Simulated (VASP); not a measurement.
# Fe (Im-3m) in VASP: a series of runs

Runs on Fe. Level: r2SCAN. Tasks: single point.

Program: VASP 6.6.1. These are calculated values, not measurements. Logs are shortened: lines on timing, memory, paths and dates and some standing lists are left out, and cuts for length are marked.

**1. The cell of the first run**

It takes space group Im-3m (No. 229, cubic). Conventional cell: a = 2.869 Å, b = 2.869 Å, c = 2.869 Å, α = 90.00°, β = 90.00°, γ = 90.00°. Fe (site symmetry m-3m) has 14 Fe at 2.48 to 2.87 Å within 3.3 Å.

**2. Single point, r2SCAN, collinear spin, ferromagnetic start**

POSCAR

```
Fe
1.0
   -1.4345540696      1.4345540696      1.4345540696
    1.4345540696     -1.4345540696      1.4345540696
    1.4345540696      1.4345540696     -1.4345540696
Fe
1
Direct
    0.0000000000      0.0000000000      0.0000000000
```

INCAR.step1

```
PREC = Accurate ; ENCUT = 520
ISMEAR = -1 ; SIGMA = 0.01
LREAL = F ; LASPH = T
NELM = 150 ; ISPIN = 2
MAGMOM = 2.804 ; LMAXMIX = 4
NBANDS = 14 ; GGA = PE
ALGO = Normal ; EDIFF = 1E-4
LWAVE = T ; LCHARG = F
```

INCAR.step2

```
PREC = Accurate ; ENCUT = 520
EDIFF = 1E-6 ; ISMEAR = -1
SIGMA = 0.01 ; LREAL = F
LASPH = T ; NELM = 150
ALGO = Normal ; ISIF = 2
LWAVE = F ; LCHARG = F
ISPIN = 2 ; MAGMOM = 2.804
LORBIT = 11 ; LMAXMIX = 4
METAGGA = R2SCAN ; LMIXTAU = T
NBANDS = 14 ; ISTART = 1
```

KPOINTS

```
regular mesh
0
Gamma
  15 15 15
```

Potentials or basis: VASP PAW PBE potentials, release 64 (Fe).

On the command line:

```console
$ cat potpaw_PBE.64/Fe/POTCAR > POTCAR
$ cp INCAR.step1 INCAR
$ mpirun -np 1 vasp_std > vasp.out
$ cp INCAR.step2 INCAR
$ mpirun -np 1 vasp_std > vasp.out
```

OUTCAR:

```text
PREC = Accurate
   ENCUT = 520
   EDIFF = 1E-6
   ISMEAR = -1
   LREAL = F
   LASPH = T
   NELM = 150
   ISIF = 2
   ISPIN = 2
   LORBIT = 11
   METAGGA = R2SCAN
   ISTART = 1

 ion  position               nearest neighbor table
   1  0.000  0.000  0.000-

  LATTYP: Found a body centered cubic cell.
 ALAT       =     2.8691081392

  Lattice vectors:

 A1 = (  -1.4345540696,   1.4345540696,   1.4345540696)
 A2 = (   1.4345540696,  -1.4345540696,   1.4345540696)
 A3 = (   1.4345540696,   1.4345540696,  -1.4345540696)

Analysis of symmetry for initial positions (statically):
=====================================================================
 Subroutine PRICEL returns:
 Original cell was already a primitive cell.

 Routine SETGRP: Setting up the symmetry group for a
 body centered cubic supercell.

 Subroutine GETGRP returns: Found 48 space group operations
 (whereof 48 operations were pure point group operations)
 out of a pool of 48 trial point group operations.

The static configuration has the point symmetry O_h .

Analysis of symmetry for dynamics (positions and initial velocities):
=====================================================================
 Subroutine PRICEL returns:
 Original cell was already a primitive cell.

 Routine SETGRP: Setting up the symmetry group for a
 body centered cubic supercell.

 Subroutine GETGRP returns: Found 48 space group operations
 (whereof 48 operations were pure point group operations)
 out of a pool of 48 trial point group operations.

The dynamic configuration has the point symmetry O_h .

Analysis of structural, dynamic, and magnetic symmetry:
=====================================================================
 Subroutine PRICEL returns:
 Original cell was already a primitive cell.

 Routine SETGRP: Setting up the symmetry group for a
 body centered cubic supercell.

 Subroutine GETGRP returns: Found 48 space group operations
 (whereof 48 operations were pure point group operations)
 out of a pool of 48 trial point group operations.

The overall configuration has the point symmetry O_h .

 Subroutine INISYM returns: Found 48 space group operations
 (whereof 48 operations are pure point group operations),
 and found     1 'primitive' translations

----------------------------------------------------------------------------------------

                                     Primitive cell

  volume of cell :      11.8089

  direct lattice vectors                    reciprocal lattice vectors
    -1.434554070  1.434554070  1.434554070     0.000000000  0.348540366  0.348540366
     1.434554070 -1.434554070  1.434554070     0.348540366  0.000000000  0.348540366
     1.434554070  1.434554070 -1.434554070     0.348540366  0.348540366  0.000000000

  length of vectors
     2.484720535  2.484720535  2.484720535     0.492910512  0.492910512  0.492910512

  position of ions in fractional coordinates (direct lattice)
     0.000000000  0.000000000  0.000000000

  ion indices of the primitive-cell ions
   primitive index   ion index
                 1           1

----------------------------------------------------------------------------------------

 KPOINTS: regular mesh

Automatic generation of k-mesh.
 Grid dimensions read from file:
 generate k-points for:   15   15   15

 Generating k-lattice:

  Cartesian coordinates                     Fractional coordinates (reciprocal lattice)
     0.000000000  0.023236024  0.023236024     0.066666667  0.000000000  0.000000000
     0.023236024  0.000000000  0.023236024     0.000000000  0.066666667  0.000000000
     0.023236024  0.023236024  0.000000000     0.000000000  0.000000000  0.066666667

  Length of vectors
     0.032860701  0.032860701  0.032860701

  Shift w.r.t. Gamma in fractional coordinates (k-lattice)
     0.000000000  0.000000000  0.000000000

 Subroutine IBZKPT returns following result:
 ===========================================

 Found    120 irreducible k-points:

 Following reciprocal coordinates:
            Coordinates               Weight
  0.000000  0.000000  0.000000      1.000000
  0.066667  0.000000  0.000000     12.000000
  0.133333  0.000000  0.000000     12.000000
  0.200000  0.000000  0.000000     12.000000
  0.266667  0.000000  0.000000     12.000000
  0.333333  0.000000  0.000000     12.000000
[... 16 lines left out ...]
  0.333333  0.200000  0.000000     48.000000
  0.400000  0.200000  0.000000     24.000000
 [... further k-points ...]
   k-points           NKPTS =    120   k-points in BZ     NKDIM =    120   number of bands    NBANDS=     14
   number of dos      NEDOS =    301   number of ions     NIONS =      1
   total plane-waves  NPLWV =   5832
   dimension x,y,z NGX =    18 NGY =   18 NGZ =   18
   dimension x,y,z NGXF=    36 NGYF=   36 NGZF=   36
   ions per type =               1
   NGX,Y,Z   is equivalent  to a cutoff of  12.04, 12.04, 12.04 a.u.
   NGXF,Y,Z  is equivalent  to a cutoff of  24.09, 24.09, 24.09 a.u.
 SYSTEM =  unknown system
   PREC   = accura    normal or accurate (medium, high low for compatibility)
   ISTART =      1    job   : 0-new  1-cont  2-samecut
   ICHARG =      0    charge: 1-file 2-atom 10-const
   ISPIN  =      2    spin polarized calculation?
   LNONCOLLINEAR =      F non collinear calculations
   LSORBIT =      F    spin-orbit coupling
   LASPH  =      T    aspherical Exc in radial PAW
   ENCUT  =  520.0 eV  38.22 Ry    6.18 a.u.   4.62  4.62  4.62*2*pi/ulx,y,z
   NELM   =    150;   NELMIN=  2; NELMDL=  0     # of ELM steps
   EDIFF  = 0.1E-05   stopping-criterion for ELM
   LREAL  =      F    real-space projection
   EDIFFG = 0.1E-04   stopping-criterion for IOM
   NSW    =      0    number of steps for IOM
   IBRION =     -1    ionic relax: 0-MD 1-quasi-New 2-CG
   NFREE  =      0    steps in history (QN), initial steepest desc. (CG)
   ISIF   =      2    stress and relaxation
   ISYM   =      2    0-nonsym 1-usesym 2-fastsym
   POTIM  = 0.5000    time-step for ionic-motion
   TEBEG  =    0.0;   TEEND  =   0.0 temperature during run
   PSTRESS=    0.0 pullay stress
   NELECT =       8.0000    total number of electrons
   NUPDOWN=      -1.0000    fix difference up-down
   EMIN   =  10.00;   EMAX   =-10.00  energy-range for DOS
   EFERMI =   0.00;   METHOD = LEGACY
   ISMEAR =    -1;   SIGMA  =   0.01  broadening in eV -4-tet -1-fermi 0-gaus
   EFERMI_NEDOS =   21; number of points for ismear=-14 and -15
   IALGO  =     38    algorithm
   IMIX   =      4    mixing-type and parameters
     AMIX     =   0.40;   BMIX     =  1.00
     AMIX_MAG =   1.60;   BMIX_MAG =  1.00
  volume/ion in A,a.u.               =      11.81        79.69
  Fermi-wavevector in a.u.,A,eV,Ry     =   1.437809  2.717065 28.127258  2.067295
  Thomas-Fermi vector in A             =   2.556846
   LORBIT       =     11    0 simple, 1 ext, 2 COOP (PROOUT), +10 PAW based schemes
   METAGGA = R2SCAN    functional components
   LHFCALC =     F    Hartree Fock is set to
   AEXX    =    0.0000 exact exchange contribution
   IVDW    =     0    specifies the selected vdW correction
   LEPSILON=     F    determine dielectric tensor
   LRPA    =     F    only Hartree local field effects (RPA)
 spin polarized calculation
  energy-cutoff  :      520.00
  volume of cell :       11.81
 maximum number of plane-waves:       333
   NGX =  9   NGY =  9   NGZ =  9

 number of electron       7.9999996 magnetization       2.6760633

 Free energy of the ion-electron system (eV)
  ---------------------------------------------------
  ext. energy  EPLUGINS =         0.00000000
  ---------------------------------------------------
  free energy    TOTEN  =       -14.36010360 eV

  energy without entropy =      -14.35988343  energy(sigma->0) =      -14.35999352

 E-fermi :   5.4588     XC(G=0): -13.9997

 val. band max:        5.4506601469   @ k =   0.1333   0.0667   0.0000
 cond. band min:       5.4609170664   @ k =  -0.2667   0.2667   0.2667
 fundamental gap:      0.0102569195
 Fermi energy:         5.4588298947

 spin component 1

 k-point     1 :       0.0000    0.0000    0.0000
  band No.  band energies     occupation
      1      -3.0321      1.00000
      2       2.3615      1.00000
      3       2.3616      1.00000
      4       2.3616      1.00000
      5       3.5714      1.00000
      6       3.5714      1.00000
      7      31.0502      0.00000
      8      31.0502      0.00000
      9      31.0502      0.00000
     10      35.8715      0.00000
     11      35.8715      0.00000
     12      37.5109      0.00000
     13      37.5109      0.00000
     14      37.5116      0.00000
[... 375 lines left out ...]
 k-point    24 :       0.4000    0.2000    0.0000
  band No.  band energies     occupation
      1       0.7418      1.00000
      2       1.5031      1.00000
      3       2.5999      1.00000
      4       3.6015      1.00000
      5       4.0799      1.00000
      6       8.9917      0.00000
      7      12.5614      0.00000
      8      18.0584      0.00000
      9      24.7029      0.00000
     10      31.8320      0.00000
     11      36.6704      0.00000
     12      39.5053      0.00000
     13      43.3734      0.00000
     14      49.9993      0.00000

 [... further k-points ...]

 spin component 2

 k-point     1 :       0.0000    0.0000    0.0000
  band No.  band energies     occupation
      1      -3.6468      1.00000
      2       5.8349      0.00000
      3       5.8350      0.00000
      4       5.8350      0.00000
      5       8.0113      0.00000
      6       8.0113      0.00000
      7      30.6948      0.00000
      8      30.6949      0.00000
      9      30.6949      0.00000
     10      36.4670      0.00000
     11      36.4670      0.00000
     12      39.3109      0.00000
     13      39.3109      0.00000
     14      39.3113      0.00000
[... 375 lines left out ...]
 k-point    24 :       0.4000    0.2000    0.0000
  band No.  band energies     occupation
      1       2.8443      1.00000
      2       4.3565      1.00000
      3       4.4899      1.00000
      4       7.7982      0.00000
      5       8.2956      0.00000
      6      10.8769      0.00000
      7      14.5874      0.00000
      8      19.1196      0.00000
      9      25.7145      0.00000
     10      32.4720      0.00000
     11      37.2643      0.00000
     12      40.9845      0.00000
     13      45.5614      0.00000
     14      50.8831      0.00000

 [... further k-points ...]

------------------------ aborting loop because EDIFF is reached ----------------------------------------

  FORCE on cell =-STRESS in cart. coord.  units (eV):
  Direction    XX          YY          ZZ          XY          YZ          ZX
  --------------------------------------------------------------------------------------
  -------------------------------------------------------------------------------------
  Total       -0.0251504     -0.0251504     -0.0251504      0.0000000      0.0000000      0.0000000
  in kB       -3.4122777     -3.4122777     -3.4122777      0.0000000      0.0000000      0.0000000
  external PRESSURE =      -3.4122777 kB  Pullay stress =       0.0000000 kB

 VOLUME and BASIS-vectors are now :
 -----------------------------------------------------------------------------
  energy-cutoff  :      520.00
  volume of cell :       11.81
      direct lattice vectors                 reciprocal lattice vectors
    -1.434554070  1.434554070  1.434554070     0.000000000  0.348540366  0.348540366
     1.434554070 -1.434554070  1.434554070     0.348540366  0.000000000  0.348540366
     1.434554070  1.434554070 -1.434554070     0.348540366  0.348540366  0.000000000

 POSITION                                       TOTAL-FORCE (eV/Angst)
 -----------------------------------------------------------------------------------
      0.00000      0.00000      0.00000        -0.000000      0.000000     -0.000000
 -----------------------------------------------------------------------------------
    total drift:                                0.000000      0.000000      0.000000

  FREE ENERGIE OF THE ION-ELECTRON SYSTEM (eV)
  ---------------------------------------------------
  free  energy   TOTEN  =       -14.3601036008 eV

  energy  without entropy=      -14.3598834327  energy(sigma->0) =      -14.35999352

 total charge

# of ion       s       p       d       tot
------------------------------------------
    1        0.478   0.550   6.164   7.192

 magnetization (x)

# of ion       s       p       d       tot
------------------------------------------
    1       -0.011  -0.116   2.872   2.746
```

Run time: 74 s. Hardware: 1 thread of Intel Xeon 6975P-C (Granite Rapids), shared host; peak memory 0.14 GiB.

What came out:

* Free energy: -14.3601 eV
* Pressure: -0.3 GPa
* Net moment: 2.68 μB per cell
* Site moments: Fe +2.75 μB
* Valence electrons inside the program's atomic spheres: Fe 7.19

Levels at points of the mesh, in eV from the Fermi level:
Spin up:
```csv
k point,band 3,band 4,band 5,band 6,band 7,band 8
"(0.00, 0.00, 0.00)",-3.10,-3.10,-1.89,-1.89,25.59,25.59
```
Spin down:
| k point | band 1 | band 2 | band 3 | band 4 | band 5 | band 6 | band 7 |
| --- | --- | --- | --- | --- | --- | --- | --- |
| (0.00, 0.00, 0.00) | -9.11 | 0.38 | 0.38 | 0.38 | 2.55 | 2.55 | 25.24 |

Caveat: the PAW data sets were made with another functional, which shifts forces and pressure a little.

**3. Single point, r2SCAN, collinear spin, ferromagnetic start**

POSCAR is that of step 2.

INCAR.step1

```
PREC = Accurate
ENCUT = 520
ISMEAR = -1
SIGMA = 0.03
LREAL = F
LASPH = T
NELM = 150
ISPIN = 2
MAGMOM = 2.804
LMAXMIX = 4
NBANDS = 14
GGA = PE
ALGO = Normal
EDIFF = 1E-4
LWAVE = T
LCHARG = F
```

INCAR.step2

```
PREC = Accurate
ENCUT = 520
EDIFF = 1E-6
ISMEAR = -1
SIGMA = 0.03
LREAL = F
LASPH = T
NELM = 150
ALGO = Normal
ISIF = 2
LWAVE = F
LCHARG = F
ISPIN = 2
MAGMOM = 2.804
LORBIT = 11
LMAXMIX = 4
METAGGA = R2SCAN
LMIXTAU = T
NBANDS = 14
ISTART = 1
```

KPOINTS is that of step 2.

Potentials or basis: VASP PAW PBE potentials, release 64 (Fe).

On the command line:

```console
$ cat potpaw_PBE.64/Fe/POTCAR > POTCAR
$ cp INCAR.step1 INCAR
$ mpirun -np 1 vasp_std > vasp.out
$ cp INCAR.step2 INCAR
$ mpirun -np 1 vasp_std > vasp.out
```

Wall time 80 s (1 thread of Intel Xeon 6975P-C (Granite Rapids), shared host); peak memory 0.14 GiB.

Results (log left out):

* Free energy: -14.3610 eV
* Pressure: -0.3 GPa
* Net moment: 2.67 μB per cell
* Site moments: Fe +2.74 μB
* Valence electrons inside the program's atomic spheres: Fe 7.19

Levels at points of the mesh, in eV from the Fermi level:
Spin up:
| k point | band 2 | band 3 | band 4 | band 5 | band 6 | band 7 | band 8 | band 9 |
| --- | --- | --- | --- | --- | --- | --- | --- | --- |
| (0.00, 0.00, 0.00) | -3.10 | -3.10 | -3.10 | -1.89 | -1.89 | 25.59 | 25.59 | 25.59 |
Spin down:
```
           k point  band 1  band 2  band 3  band 4  band 5  band 6  band 7
(0.00, 0.00, 0.00)   -9.11    0.37    0.37    0.37    2.55    2.55   25.23
```

Caveat: the PAW data sets were made with another functional, which shifts forces and pressure a little.

**4. Single point, r2SCAN, collinear spin, ferromagnetic start**

POSCAR is that of step 3.

INCAR.step1

```
ALGO = Normal
EDIFF = 1E-4
ENCUT = 520
GGA = PE
ISMEAR = -1
ISPIN = 2
LASPH = True
LCHARG = False
LMAXMIX = 4
LREAL = False
LWAVE = True
MAGMOM = 2.804
NBANDS = 14
NELM = 150
PREC = Accurate
SIGMA = 0.1
```

INCAR.step2

```
ALGO = Normal
EDIFF = 1E-6
ENCUT = 520
ISIF = 2
ISMEAR = -1
ISPIN = 2
ISTART = 1
LASPH = True
LCHARG = False
LMAXMIX = 4
LMIXTAU = True
LORBIT = 11
LREAL = False
LWAVE = False
MAGMOM = 2.804
METAGGA = R2SCAN
NBANDS = 14
NELM = 150
PREC = Accurate
SIGMA = 0.1
```

KPOINTS

```
k-points
0
Gamma
  15 15 15
```

On the command line:

```console
$ cat potpaw_PBE.64/Fe/POTCAR > POTCAR
$ cp INCAR.step1 INCAR
$ mpirun -np 1 vasp_std > vasp.out
$ cp INCAR.step2 INCAR
$ mpirun -np 1 vasp_std > vasp.out
```

Wall time 77 s (1 thread of Intel Xeon 6975P-C (Granite Rapids), shared host); peak memory 0.14 GiB.

The run converged. Its results:

```yaml
Free_energy: -14.3720 eV
Pressure: -0.4 GPa
Net_moment: 2.67 μB per cell
Site_moments: Fe +2.73 μB
Valence_electrons_inside_the_program's_atomic_spheres: Fe 7.19
```

Levels at points of the mesh, in eV from the Fermi level:
Spin up:
| k point | band 1 | band 2 | band 3 | band 4 | band 5 | band 6 | band 7 | band 8 | band 9 | band 10 |
| --- | --- | --- | --- | --- | --- | --- | --- | --- | --- | --- |
| (0.00, 0.00, 0.00) | -8.51 | -3.09 | -3.09 | -3.09 | -1.89 | -1.89 | 25.58 | 25.58 | 25.58 | 30.40 |
Spin down:
```
           k point  band 1  band 2  band 3  band 4  band 5  band 6  band 7  band 8
(0.00, 0.00, 0.00)   -9.11    0.35    0.35    0.35    2.55    2.55   25.23   25.23
```

Caveat: the PAW data sets were made with another functional, which shifts forces and pressure a little.

**5. Single point, r2SCAN, collinear spin, ferromagnetic start**

POSCAR is that of step 4.

INCAR.step1

```
PREC = Accurate
ENCUT = 520
ISMEAR = -1
SIGMA = 0.2
LREAL = F
LASPH = T
NELM = 150
ISPIN = 2
MAGMOM = 2.804
LMAXMIX = 4
NBANDS = 14
GGA = PE
ALGO = Normal
EDIFF = 1E-4
LWAVE = T
LCHARG = F
```

INCAR.step2

```
PREC = Accurate
ENCUT = 520
EDIFF = 1E-6
ISMEAR = -1
SIGMA = 0.2
LREAL = F
LASPH = T
NELM = 150
ALGO = Normal
ISIF = 2
LWAVE = F
LCHARG = F
ISPIN = 2
MAGMOM = 2.804
LORBIT = 11
LMAXMIX = 4
METAGGA = R2SCAN
LMIXTAU = T
NBANDS = 14
ISTART = 1
```

KPOINTS

```
Automatic mesh
0
Gamma
  15 15 15
```

On the command line:

```console
$ cat potpaw_PBE.64/Fe/POTCAR > POTCAR
$ cp INCAR.step1 INCAR
$ mpirun -np 1 vasp_std > vasp.out
$ cp INCAR.step2 INCAR
$ mpirun -np 1 vasp_std > vasp.out
```

It took 62 s on 1 thread of Intel Xeon 6975P-C (Granite Rapids), shared host; peak memory 0.14 GiB.

The run converged. Its results:

```yaml
Free_energy: -14.4090 eV
Pressure: -0.5 GPa
Net_moment: 2.66 μB per cell
Site_moments: Fe +2.72 μB
Valence_electrons_inside_the_program's_atomic_spheres: Fe 7.19
```

Levels at points of the mesh, in eV from the Fermi level:
Spin up:
| k point | band 3 | band 4 | band 5 | band 6 | band 7 | band 8 |
| --- | --- | --- | --- | --- | --- | --- |
| (0.00, 0.00, 0.00) | -3.11 | -3.11 | -1.93 | -1.93 | 25.52 | 25.52 |
Spin down:
```
           k point  band 1  band 2  band 3  band 4  band 5  band 6  band 7  band 8
(0.00, 0.00, 0.00)   -9.15    0.29    0.29    0.29    2.52    2.52   25.19   25.19
```

Caveat: the PAW data sets were made with another functional, which shifts forces and pressure a little.

(Part 1 of 2 ends here.)
